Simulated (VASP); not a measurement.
# ScW3 (Fm-3m) in VASP: a series of runs, part 2 of 2

VASP 6.6.1. The steps go on from the part before.

## 3. Single point, PBE, collinear spin

INCAR

```
SYSTEM = ScW3
PREC     = Accurate       ! precision mode
ENCUT    = 500            ! plane-wave cutoff, eV
EDIFF    = 1E-6           ! SCF threshold, eV
ISMEAR   = 0              ! smearing method
SIGMA    = 0.1            ! smearing width, eV
LREAL    = .FALSE.        ! projectors in reciprocal space
LASPH    = .TRUE.         ! aspherical terms in the spheres
NELM     = 200            ! most SCF steps
ALGO     = Normal         ! electronic algorithm
ISIF     = 2              ! what is computed and relaxed
LWAVE    = .FALSE.        ! write WAVECAR
LCHARG   = .FALSE.        ! write CHGCAR
ISPIN    = 2              ! spin polarisation
MAGMOM   = 1 0 0 0        ! initial moments
LORBIT   = 11             ! projections on sites
LMAXMIX  = 4              ! l up to which the mixer works
GGA      = PE             ! functional
NBANDS   = 38             ! bands
GGA_COMPAT= .FALSE.
```

KPOINTS

```
regular mesh
0
G
  6 6 6
  0 0 0
```

POSCAR

```
ScW3
1.0
    0.0000000000      3.2291460273      3.2291460273
    3.2291460273      0.0000000000      3.2291460273
    3.2291460273      3.2291460273      0.0000000000
Sc W
1 3
Direct
    0.0000000000      0.0000000000      0.0000000000
    0.2500000000      0.2500000000      0.2500000000
    0.7500000000      0.7500000000      0.7500000000
    0.5000000000      0.5000000000      0.5000000000
```

Potentials or basis: VASP PAW PBE potentials, release 64 (Sc_sv, W_sv).

On the command line:

```
> cat potpaw_PBE.64/Sc_sv/POTCAR potpaw_PBE.64/W_sv/POTCAR > POTCAR
> mpirun -np 1 vasp_std > vasp.out
```

OUTCAR:

```text
SYSTEM = ScW3
   PREC = Accurate
   ENCUT = 500
   EDIFF = 1E-6
   ISMEAR = 0
   LREAL = .FALSE.
   LASPH = .TRUE.
   NELM = 200
   ISIF = 2
   ISPIN = 2
   LORBIT = 11
   GGA = PE

 ion  position               nearest neighbor table
   1  0.000  0.000  0.000-   3 2.80   3 2.80   3 2.80   2 2.80   2 2.80   2 2.80   3 2.80   2 2.80
                             4 3.23   4 3.23   4 3.23   4 3.23   4 3.23   4 3.23
   2  0.250  0.250  0.250-   1 2.80   1 2.80   1 2.80   4 2.80   4 2.80   4 2.80   4 2.80   1 2.80
                             3 3.23   3 3.23   3 3.23   3 3.23   3 3.23   3 3.23
   3  0.750  0.750  0.750-   4 2.80   4 2.80   4 2.80   1 2.80   1 2.80   1 2.80   4 2.80   1 2.80
                             2 3.23   2 3.23   2 3.23   2 3.23   2 3.23   2 3.23
   4  0.500  0.500  0.500-   2 2.80   2 2.80   2 2.80   3 2.80   3 2.80   3 2.80   3 2.80   2 2.80
                             1 3.23   1 3.23   1 3.23   1 3.23   1 3.23   1 3.23

  LATTYP: Found a face centered cubic cell.
 ALAT       =     6.4582920546

  Lattice vectors:

 A1 = (   0.0000000000,   3.2291460273,   3.2291460273)
 A2 = (   3.2291460273,   0.0000000000,   3.2291460273)
 A3 = (   3.2291460273,   3.2291460273,   0.0000000000)

Analysis of symmetry for initial positions (statically):
=====================================================================
 Subroutine PRICEL returns:
 Original cell was already a primitive cell.

 Routine SETGRP: Setting up the symmetry group for a
 face centered cubic supercell.

 Subroutine GETGRP returns: Found 48 space group operations
 (whereof 48 operations were pure point group operations)
 out of a pool of 48 trial point group operations.

The static configuration has the point symmetry O_h .

Analysis of symmetry for dynamics (positions and initial velocities):
=====================================================================
 Subroutine PRICEL returns:
 Original cell was already a primitive cell.

 Routine SETGRP: Setting up the symmetry group for a
 face centered cubic supercell.

 Subroutine GETGRP returns: Found 48 space group operations
 (whereof 48 operations were pure point group operations)
 out of a pool of 48 trial point group operations.

The dynamic configuration has the point symmetry O_h .

Analysis of structural, dynamic, and magnetic symmetry:
=====================================================================
 Subroutine PRICEL returns:
 Original cell was already a primitive cell.

 Routine SETGRP: Setting up the symmetry group for a
 face centered cubic supercell.

 Subroutine GETGRP returns: Found 48 space group operations
 (whereof 48 operations were pure point group operations)
 out of a pool of 48 trial point group operations.

The overall configuration has the point symmetry O_h .

 Subroutine INISYM returns: Found 48 space group operations
 (whereof 48 operations are pure point group operations),
 and found     1 'primitive' translations

----------------------------------------------------------------------------------------

                                     Primitive cell

  volume of cell :      67.3431

  direct lattice vectors                    reciprocal lattice vectors
     0.000000000  3.229146027  3.229146027    -0.154839699  0.154839699  0.154839699
     3.229146027  0.000000000  3.229146027     0.154839699 -0.154839699  0.154839699
     3.229146027  3.229146027  0.000000000     0.154839699  0.154839699 -0.154839699

  length of vectors
     4.566702107  4.566702107  4.566702107     0.268190226  0.268190226  0.268190226
[... 74 lines left out ...]
   ENCUT  =  500.0 eV  36.75 Ry    6.06 a.u.   8.33  8.33  8.33*2*pi/ulx,y,z
   NELM   =    200;   NELMIN=  2; NELMDL= -5     # of ELM steps
   EDIFF  = 0.1E-05   stopping-criterion for ELM
   LREAL  =      F    real-space projection
[... 7 lines left out ...]
   TEBEG  =    0.0;   TEEND  =   0.0 temperature during run
   PSTRESS=    0.0 pullay stress
   NELECT =      53.0000    total number of electrons
   NUPDOWN=      -1.0000    fix difference up-down
   EMIN   =  10.00;   EMAX   =-10.00  energy-range for DOS
   EFERMI =   0.00;   METHOD = LEGACY
   ISMEAR =     0;   SIGMA  =   0.10  broadening in eV -4-tet -1-fermi 0-gaus
   EFERMI_NEDOS =   21; number of points for ismear=-14 and -15
   IALGO  =     38    algorithm
   IMIX   =      4    mixing-type and parameters
     AMIX     =   0.40;   BMIX     =  1.00
     AMIX_MAG =   1.60;   BMIX_MAG =  1.00
  volume/ion in A,a.u.               =      16.84       113.61
  Fermi-wavevector in a.u.,A,eV,Ry     =   1.511480  2.856283 31.083491  2.284572
  Thomas-Fermi vector in A             =   2.621532
   LORBIT       =     11    0 simple, 1 ext, 2 COOP (PROOUT), +10 PAW based schemes
   GGA     = PE    functional components
   LHFCALC =     F    Hartree Fock is set to
   AEXX    =    0.0000 exact exchange contribution
   IVDW    =     0    specifies the selected vdW correction
   LEPSILON=     F    determine dielectric tensor
   LRPA    =     F    only Hartree local field effects (RPA)
 spin polarized calculation
 Gauss-broadening in eV      SIGMA  =   0.10
  energy-cutoff  :      500.00
  volume of cell :       67.34
 maximum number of plane-waves:      1724
 NGX is ok and might be reduce to    36
   NGX = 17   NGY = 17   NGZ = 17

 number of electron      52.9999997 magnetization      -0.0002856

 number of electron      52.9999997 magnetization       0.0000915

 Free energy of the ion-electron system (eV)
  ---------------------------------------------------
  ext. energy  EPLUGINS =         0.00000000
  ---------------------------------------------------
  free energy    TOTEN  =       -44.24132083 eV

  energy without entropy =      -44.22223735  energy(sigma->0) =      -44.23177909

 E-fermi :   8.8792     XC(G=0): -12.8605

 val. band max:        8.8072902797   @ k =  -0.1667   0.1667   0.0000
 cond. band min:       8.9168646960   @ k =   0.3333   0.3333   0.0000
 fundamental gap:      0.1095744163
 Fermi energy:         8.8792377699

 spin component 1

 k-point     1 :       0.0000    0.0000    0.0000
  band No.  band energies     occupation
      1     -64.6245      1.00000
      2     -64.5186      1.00000
      3     -64.4912      1.00000
      4     -39.0345      1.00000
      5     -28.9915      1.00000
      6     -28.9915      1.00000
[... 645 lines left out ...]
     37      13.9543      0.00000
     38      14.0596      0.00000
 Fermi energy:         8.8792377699

 spin component 2

 k-point     1 :       0.0000    0.0000    0.0000
  band No.  band energies     occupation
      1     -64.6245      1.00000
      2     -64.5186      1.00000
      3     -64.4911      1.00000
      4     -39.0345      1.00000
      5     -28.9915      1.00000
      6     -28.9915      1.00000
[... 645 lines left out ...]
     37      13.9542      0.00000
     38      14.0595      0.00000

------------------------ aborting loop because EDIFF is reached ----------------------------------------

  FORCE on cell =-STRESS in cart. coord.  units (eV):
  Direction    XX          YY          ZZ          XY          YZ          ZX
  --------------------------------------------------------------------------------------
  -------------------------------------------------------------------------------------
  Total        0.1370349      0.1370349      0.1370349     -0.0000000     -0.0000000      0.0000000
  in kB        3.2602346      3.2602346      3.2602346     -0.0000000     -0.0000000      0.0000000
  external PRESSURE =       3.2602346 kB  Pullay stress =       0.0000000 kB

 VOLUME and BASIS-vectors are now :
 -----------------------------------------------------------------------------
  energy-cutoff  :      500.00
  volume of cell :       67.34
      direct lattice vectors                 reciprocal lattice vectors
     0.000000000  3.229146027  3.229146027    -0.154839699  0.154839699  0.154839699
     3.229146027  0.000000000  3.229146027     0.154839699 -0.154839699  0.154839699
     3.229146027  3.229146027  0.000000000     0.154839699  0.154839699 -0.154839699

 POSITION                                       TOTAL-FORCE (eV/Angst)
 -----------------------------------------------------------------------------------
      0.00000      0.00000      0.00000         0.000000     -0.000000      0.000000
      1.61457      1.61457      1.61457        -0.000000     -0.000000     -0.000000
      4.84372      4.84372      4.84372         0.000000      0.000000      0.000000
      3.22915      3.22915      3.22915         0.000000     -0.000000      0.000000
 -----------------------------------------------------------------------------------
    total drift:                                0.000000      0.000000      0.000000

  FREE ENERGIE OF THE ION-ELECTRON SYSTEM (eV)
  ---------------------------------------------------
  free  energy   TOTEN  =       -44.2413208298 eV

  energy  without entropy=      -44.2222373489  energy(sigma->0) =      -44.23177909

 total charge

# of ion       s       p       d       tot
------------------------------------------
    1        2.281   6.229   1.324   9.834
    2        2.406   6.240   3.354  12.001
    3        2.406   6.240   3.354  12.001
    4        2.408   6.310   3.280  11.997
--------------------------------------------------
tot          9.500  25.019  11.312  45.832

 magnetization (x)

# of ion       s       p       d       tot
------------------------------------------
    1       -0.000   0.000  -0.000  -0.000
    2        0.000   0.000   0.000   0.000
    3        0.000   0.000   0.000   0.000
    4       -0.000  -0.000  -0.000  -0.000
--------------------------------------------------
tot         -0.000   0.000   0.000   0.000
```

Run time: 79 s. Hardware: 1 thread of Intel Xeon Platinum 8375C at 2.90GHz (Ice Lake), shared host; peak memory 0.26 GiB.

What came out:

| Quantity | Value |
| --- | --- |
| Free energy | -44.2413 eV |
| Pressure | 0.3 GPa |
| Net moment | 0.00 μB per cell |
| Valence electrons inside the program's atomic spheres | Sc 9.83; W 12.00 |

Caveat: spin-orbit coupling is left out, which moves the levels of the heavy elements.
